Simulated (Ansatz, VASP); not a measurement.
One calculation of V, two programs

```
V
1.0
    -1.51435    1.51435    1.51435
     1.51435   -1.51435    1.51435
     1.51435    1.51435   -1.51435
V
1
Direct
  0.00000 0.00000 0.00000
```

Alike in both runs: task single point; functional PBEsol; k mesh 10 × 10 × 10; occupations fermi-dirac, width 0.05 eV; collinear spin; fixed moment 3 μB.

```csv
,VASP,Ansatz
version,VASP 6.6.1,Ansatz 0.2.0
potentials or method,"VASP PAW PBE potentials, release 64 (V_sv)",Ansatz PAW
plane-wave cutoff (eV),520,420
valence electrons in the cell,13,13
```

|  | VASP | Ansatz | Ansatz less VASP |
| --- | --- | --- | --- |
| net moment per atom (μB) | 3.00 | 3.00 | 0.000 |
| size of the moment on the site where the two differ most (μB) | 2.52 | 2.40 | -0.117 |

VASP's potentials were made for PBE, not for PBEsol. Site moments also hang on the region over which each program counts them. The functional is the same, so the differences come from potentials, cutoffs and numerics.
